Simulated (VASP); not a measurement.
# BAs (F-43m) in VASP: G0W0 quasiparticle levels with PBE

Aim: the G0W0 quasiparticle levels of BAs with PBE.

Everything below comes from runs of VASP 6.6.1. Logs are shortened: lines on timing, memory, paths and dates and some standing lists are left out, and cuts for length are marked.

## 1. The cell of the first run

Symmetry: F-43m, No. 216, cubic system. Conventional cell: a = 4.784 Å, b = 4.784 Å, c = 4.784 Å, α = 90.00°, β = 90.00°, γ = 90.00°. B (site symmetry -43m) has 4 As at 2.07 Å within 2.7 Å. Within 2.7 Å of As (site symmetry -43m) lie 4 B at 2.07 Å.

## 2. G0W0 quasiparticle levels, PBE

Input file POSCAR:

```
BAs
1.0
    0.0000000000      2.3918700258      2.3918700258
    2.3918700258      0.0000000000      2.3918700258
    2.3918700258      2.3918700258      0.0000000000
B As
1 1
Direct
    0.0000000000      0.0000000000      0.0000000000
    0.2500000000      0.2500000000      0.2500000000
```

Input file INCAR.step1:

```
PREC = Accurate
ENCUT = 500
EDIFF = 1E-8
ISMEAR = 0
SIGMA = 0.01
LREAL = F
LASPH = T
NELM = 100
ALGO = Normal
LWAVE = T
LCHARG = F
GGA = PE
```

Input file INCAR.step2:

```
PREC = Accurate
ENCUT = 500
EDIFF = 1E-8
ISMEAR = 0
SIGMA = 0.01
LREAL = F
LASPH = T
NELM = 1
ALGO = Exact
LWAVE = T
LCHARG = F
GGA = PE
NBANDS = 85
LOPTICS = T
ISTART = 1
```

Input file INCAR.step3:

```
PREC = Accurate
ENCUT = 500
EDIFF = 1E-8
ISMEAR = 0
SIGMA = 0.01
LREAL = F
LASPH = T
ALGO = EVGW0
LWAVE = F
LCHARG = F
GGA = PE
NELMGW = 1
NBANDS = 85
ENCUTGW = 120.0
NOMEGA = 96
PRECFOCK = Fast
ISTART = 1
NBANDSGW = 12
OMEGAMAX = 30
```

Input file KPOINTS:

```
Automatic mesh
0
Gamma
  6 6 6
```

Potentials or basis: VASP PAW PBE potentials, release 64 (B_GW, As_GW).

On the command line:

```sh
$ cat potpaw_PBE.64/B_GW/POTCAR potpaw_PBE.64/As_GW/POTCAR > POTCAR
$ cp INCAR.step1 INCAR
$ mpirun -np 1 vasp_std > vasp.out
$ cp INCAR.step2 INCAR
$ mpirun -np 1 vasp_std > vasp.out
$ cp INCAR.step3 INCAR
$ mpirun -np 1 vasp_std > vasp.out
```

OUTCAR:

```text
PREC = Accurate
   ENCUT = 500
   EDIFF = 1E-8
   ISMEAR = 0
   LREAL = F
   LASPH = T
   GGA = PE
   NELMGW = 1
   ENCUTGW = 120.0
   PRECFOCK = Fast
   ISTART = 1

 ion  position               nearest neighbor table
   1  0.000  0.000  0.000-   2 2.07   2 2.07   2 2.07   2 2.07
   2  0.250  0.250  0.250-   1 2.07   1 2.07   1 2.07   1 2.07

  LATTYP: Found a face centered cubic cell.
 ALAT       =     4.7837400516

  Lattice vectors:

 A1 = (   0.0000000000,   2.3918700258,   2.3918700258)
 A2 = (   2.3918700258,   0.0000000000,   2.3918700258)
 A3 = (   2.3918700258,   2.3918700258,   0.0000000000)

Analysis of symmetry for initial positions (statically):
=====================================================================
 Subroutine PRICEL returns:
 Original cell was already a primitive cell.

 Routine SETGRP: Setting up the symmetry group for a
 face centered cubic supercell.

 Subroutine GETGRP returns: Found 24 space group operations
 (whereof 24 operations were pure point group operations)
 out of a pool of 48 trial point group operations.

The static configuration has the point symmetry T_d .

Analysis of symmetry for dynamics (positions and initial velocities):
=====================================================================
 Subroutine PRICEL returns:
 Original cell was already a primitive cell.

 Routine SETGRP: Setting up the symmetry group for a
 face centered cubic supercell.

 Subroutine GETGRP returns: Found 24 space group operations
 (whereof 24 operations were pure point group operations)
 out of a pool of 48 trial point group operations.

The dynamic configuration has the point symmetry T_d .

 Subroutine INISYM returns: Found 24 space group operations
 (whereof 24 operations are pure point group operations),
 and found     1 'primitive' translations

----------------------------------------------------------------------------------------

                                     Primitive cell

  volume of cell :      27.3680

  direct lattice vectors                    reciprocal lattice vectors
     0.000000000  2.391870026  2.391870026    -0.209041459  0.209041459  0.209041459
     2.391870026  0.000000000  2.391870026     0.209041459 -0.209041459  0.209041459
     2.391870026  2.391870026  0.000000000     0.209041459  0.209041459 -0.209041459

  length of vectors
     3.382615030  3.382615030  3.382615030     0.362070428  0.362070428  0.362070428

  position of ions in fractional coordinates (direct lattice)
     0.000000000  0.000000000  0.000000000
     0.250000000  0.250000000  0.250000000

  ion indices of the primitive-cell ions
   primitive index   ion index
                 1           1
                 2           2

----------------------------------------------------------------------------------------

 KPOINTS: Automatic mesh

Automatic generation of k-mesh.
 Grid dimensions read from file:
 generate k-points for:    6    6    6

 Generating k-lattice:

  Cartesian coordinates                     Fractional coordinates (reciprocal lattice)
    -0.034840243  0.034840243  0.034840243     0.166666667  0.000000000  0.000000000
     0.034840243 -0.034840243  0.034840243     0.000000000  0.166666667  0.000000000
     0.034840243  0.034840243 -0.034840243     0.000000000  0.000000000  0.166666667

  Length of vectors
     0.060345071  0.060345071  0.060345071

  Shift w.r.t. Gamma in fractional coordinates (k-lattice)
     0.000000000  0.000000000  0.000000000

 Subroutine IBZKPT returns following result:
 ===========================================

 Found     16 irreducible k-points:

 Following reciprocal coordinates:
            Coordinates               Weight
  0.000000  0.000000  0.000000      1.000000
  0.166667  0.000000  0.000000      8.000000
  0.333333  0.000000  0.000000      8.000000
  0.500000  0.000000  0.000000      4.000000
  0.166667  0.166667  0.000000      6.000000
  0.333333  0.166667  0.000000     24.000000
[... 8 lines left out ...]
 -0.333333  0.333333  0.166667     24.000000
 -0.333333  0.500000  0.166667     12.000000
   k-points           NKPTS =     16   k-points in BZ     NKDIM =    216   number of bands    NBANDS=     85
   number of dos      NEDOS =    301   number of ions     NIONS =      2
   total plane-waves  NPLWV =  21952
   dimension x,y,z NGX =    28 NGY =   28 NGZ =   28
   dimension x,y,z NGXF=    56 NGYF=   56 NGZF=   56
   ions per type =               1   1
   NGX,Y,Z   is equivalent  to a cutoff of  13.76, 13.76, 13.76 a.u.
   NGXF,Y,Z  is equivalent  to a cutoff of  27.52, 27.52, 27.52 a.u.
 SYSTEM =  unknown system
   PREC   = accura    normal or accurate (medium, high low for compatibility)
   ISTART =      1    job   : 0-new  1-cont  2-samecut
   ICHARG =      0    charge: 1-file 2-atom 10-const
   ISPIN  =      1    spin polarized calculation?
   LNONCOLLINEAR =      F non collinear calculations
   LSORBIT =      F    spin-orbit coupling
   LASPH  =      T    aspherical Exc in radial PAW
   ENCUT  =  500.0 eV  36.75 Ry    6.06 a.u.   6.17  6.17  6.17*2*pi/ulx,y,z
   NELM   =     60;   NELMIN=  2; NELMDL=  0     # of ELM steps
   EDIFF  = 0.1E-07   stopping-criterion for ELM
   LREAL  =      F    real-space projection
   EDIFFG = 0.1E-06   stopping-criterion for IOM
   NSW    =      0    number of steps for IOM
   IBRION =     -1    ionic relax: 0-MD 1-quasi-New 2-CG
   NFREE  =      0    steps in history (QN), initial steepest desc. (CG)
   ISIF   =      0    stress and relaxation
   ISYM   =      3    0-nonsym 1-usesym 2-fastsym
   POTIM  = 0.5000    time-step for ionic-motion
   TEBEG  =    0.0;   TEEND  =   0.0 temperature during run
   PSTRESS=    0.0 pullay stress
   NELECT =       8.0000    total number of electrons
   NUPDOWN=      -1.0000    fix difference up-down
   EMIN   =  10.00;   EMAX   =-10.00  energy-range for DOS
   EFERMI =   0.00;   METHOD = LEGACY
   ISMEAR =     0;   SIGMA  =   0.01  broadening in eV -4-tet -1-fermi 0-gaus
   EFERMI_NEDOS =   21; number of points for ismear=-14 and -15
   IALGO  =     38    algorithm
   IMIX   =      4    mixing-type and parameters
     AMIX     =   0.40;   BMIX     =  1.00
     AMIX_MAG =   1.60;   BMIX_MAG =  1.00
  volume/ion in A,a.u.               =      13.68        92.34
  Fermi-wavevector in a.u.,A,eV,Ry     =   1.086485  2.053160 16.061006  1.180451
  Thomas-Fermi vector in A             =   2.222623
   LORBIT       =      0    0 simple, 1 ext, 2 COOP (PROOUT), +10 PAW based schemes
   GGA     = PE    functional components
   LHFCALC =     T    Hartree Fock is set to
   PRECFOCK=fast      Normal, Fast or Accurate (Low or Medium for compatibility)
   ENCUT4O =  -1.0   cutoff for four orbital integrals eV
   NKREDX  =     1    reduce k-point grid by
   NKREDY  =     1    reduce k-point grid by
   NKREDZ  =     1    reduce k-point grid by
   AEXX    =    1.0000 exact exchange contribution
   HFSCREEN=    0.0000 screening length (either q_TF or 0.3 A-1)
   HFSCREENC=   0.0000 screening length for correlation (either q_TF or 0.3 A-1)
   ENCUTFOCK=  -1.0 apply spherical cutoff to Coloumb kernel
   IVDW    =     0    specifies the selected vdW correction
   LEPSILON=     F    determine dielectric tensor
   LRPA    =     F    only Hartree local field effects (RPA)
   LRPAFORCE           =     F    calculate RPA forces
   ENCUTGW             = 120.0    cutoff for response function in eV
   ENCUTGWSOFT         =  96.0    soft cutoff for Coulomb kernel in GW response function in eV
   ENCUTLF             =  -1.0    cutoff for local field effects
   NELMGW              =     1    number of iterations in solving QP/BSE equation
   NELMHF              =     1    number of iterations in the inner HF iteration
   NKREDLFX            =     1    NKREDLFY  =   1   NKREDLFZ  =   1
 non-spin polarized calculation
 Gauss-broadening in eV      SIGMA  =   0.01
  energy-cutoff  :      500.00
  volume of cell :       27.37
 maximum number of plane-waves:       725
 NGX is ok and might be reduce to    28
  NGX = 14; NGY = 14; NGZ = 14
   NGX = 13   NGY = 13   NGZ = 13
 maximum number of plane-waves:        92
 NGX is ok and might be reduce to    14

 QP shifts <psi_nk| G(iteration)W_0 |psi_nk>: iteration 1
 for sc-GW calculations column KS-energies equals QP-energies in previous step
 and V_xc(KS)=  KS-energies - (<T + V_ion + V_H > + <T+V_H+V_ion>^1  + <V_x>^1)

 k-point   1 :       0.0000    0.0000    0.0000
  band No.  KS-energies  QP-energies   sigma(KS)   V_xc(KS)     V^pw_x(r,r')   Z            occupation Imag(sigma)

      1      -9.2446      -9.9116     -12.6030     -11.6455     -19.5829       0.6965       2.0000       1.2230
      2       6.1229       5.7049     -13.1063     -12.5769     -13.9783       0.7897       2.0000       0.0377
      3       6.1229       5.7049     -13.1063     -12.5769     -13.9783       0.7897       2.0000       0.0377
      4       6.1229       5.7049     -13.1063     -12.5769     -13.9783       0.7897       2.0000       0.0377
      5       9.3910       9.7618     -10.9037     -11.3753      -6.7459       0.7864       0.0000      -0.0806
      6       9.3910       9.7618     -10.9037     -11.3753      -6.7459       0.7864       0.0000      -0.0806
      7       9.3910       9.7618     -10.9037     -11.3753      -6.7459       0.7864       0.0000      -0.0806
      8      10.7297      11.3811     -11.7535     -12.6097      -6.6783       0.7608       0.0000      -0.1133
      9      15.6709      15.7361      -8.8405      -8.9240      -3.1035       0.7804       0.0000      -0.2682
     10      19.0544      19.1581     -10.2616     -10.3950      -4.3811       0.7778       0.0000      -0.3600
     11      19.0544      19.1581     -10.2616     -10.3950      -4.3811       0.7778       0.0000      -0.3600
     12      20.4696      20.5269      -8.9510      -9.0248      -2.5217       0.7766       0.0000      -0.4946

 k-point   2 :       0.1667    0.0000    0.0000
  band No.  KS-energies  QP-energies   sigma(KS)   V_xc(KS)     V^pw_x(r,r')   Z            occupation Imag(sigma)

      1      -8.7932      -9.4528     -12.6263     -11.6859     -19.4425       0.7014       2.0000       1.1709
      2       3.1695       2.6456     -12.7167     -12.0366     -14.5592       0.7705       2.0000       0.0727
      3       5.4440       5.0094     -12.9455     -12.3930     -14.0024       0.7866       2.0000       0.0427
      4       5.4440       5.0094     -12.9455     -12.3930     -14.0024       0.7866       2.0000       0.0427
      5       9.3940       9.8057     -11.0938     -11.6205      -6.7443       0.7817       0.0000      -0.0856
      6      10.2743      10.6624     -11.0346     -11.5327      -6.5889       0.7790       0.0000      -0.0930
      7      10.2743      10.6624     -11.0346     -11.5327      -6.5889       0.7790       0.0000      -0.0930
      8      12.7222      13.2290     -11.5490     -12.2243      -6.0071       0.7505       0.0000      -0.1637
      9      17.0858      17.2418      -9.1195      -9.3203      -3.1497       0.7768       0.0000      -0.3465
     10      17.4020      17.4515      -9.6750      -9.7382      -3.9563       0.7834       0.0000      -0.3171
     11      17.4020      17.4515      -9.6750      -9.7382      -3.9563       0.7834       0.0000      -0.3171
     12      19.7367      19.7398      -8.9601      -8.9641      -2.6422       0.7757       0.0000      -0.5085
[... 196 lines left out ...]
      1      -5.4352      -5.9423     -12.9372     -12.2400     -18.4588       0.7272       2.0000       0.7062
      2      -1.9060      -2.5822     -12.7092     -11.7713     -16.9932       0.7210       2.0000       0.3392
      3       0.7277       0.0946     -12.2205     -11.3761     -15.0055       0.7498       2.0000       0.1380
      4       2.2754       1.6850     -12.3519     -11.5797     -14.4825       0.7646       2.0000       0.0860
      5      10.4444      10.7366     -10.4884     -10.8641      -5.7326       0.7778       0.0000      -0.1027
      6      11.3426      11.6374     -10.5708     -10.9512      -5.6475       0.7752       0.0000      -0.1186
      7      13.5460      14.0385     -11.0411     -11.6998      -5.0970       0.7477       0.0000      -0.2079
      8      14.9910      15.2725     -10.6372     -11.0098      -4.7254       0.7554       0.0000      -0.2652
      9      16.3461      16.5890     -10.6952     -11.0144      -4.6230       0.7610       0.0000      -0.3149
     10      20.5447      20.7495     -10.5474     -10.8178      -3.6893       0.7574       0.0000      -0.6096
     11      22.3370      22.6937     -10.8076     -11.2861      -3.5545       0.7456       0.0000      -0.8055
     12      23.2401      23.3536      -9.5826      -9.7304      -2.9386       0.7680       0.0000      -0.7210

 k-point  16 :      -0.3333    0.5000    0.1667
  band No.  KS-energies  QP-energies   sigma(KS)   V_xc(KS)     V^pw_x(r,r')   Z            occupation Imag(sigma)

      1      -4.9581      -5.4212     -12.9506     -12.3161     -18.2382       0.7298       2.0000       0.6336
      2      -2.0656      -2.7641     -12.9718     -11.9986     -17.4635       0.7177       2.0000       0.3686
      3       0.9908       0.3590     -12.1207     -11.2823     -14.7304       0.7536       2.0000       0.1215
      4       1.1859       0.5588     -12.1459     -11.3146     -14.6800       0.7545       2.0000       0.1162
      5       9.8918      10.0550     -10.3418     -10.5502      -5.7394       0.7829       0.0000      -0.0961
      6      10.0955      10.4195     -10.3634     -10.7768      -5.7063       0.7837       0.0000      -0.0982
      7      14.7373      15.0958     -11.0406     -11.5206      -4.9350       0.7469       0.0000      -0.2670
      8      14.9786      15.3928     -10.8141     -11.3627      -4.8140       0.7552       0.0000      -0.2659
      9      18.3928      18.7723     -11.2329     -11.7465      -4.1618       0.7389       0.0000      -0.5187
     10      21.7154      22.1007     -11.1614     -11.6723      -4.1481       0.7543       0.0000      -0.7651
     11      21.9219      22.0544     -10.2962     -10.4706      -3.3636       0.7592       0.0000      -0.6735
     12      24.8213      25.1547     -10.5090     -10.9506      -3.4469       0.7549       0.0000      -0.9420
```

It took 89 s on 1 thread of Intel Xeon 6975P-C (Granite Rapids), shared host; peak memory 0.44 GiB.

What came out:

```
Quasiparticle gap                                   : 1.84 eV
Least direct quasiparticle gap                      : 4.06 eV
Band gap of the starting levels on the mesh         : 1.27 eV
Least direct gap of the starting levels on the mesh : 3.27 eV
```

Caveat: the k points lie up to 0.38 Å⁻¹ apart; bands, screening cutoff and mesh are small and nothing is extrapolated, so the quasiparticle values aren't converged.
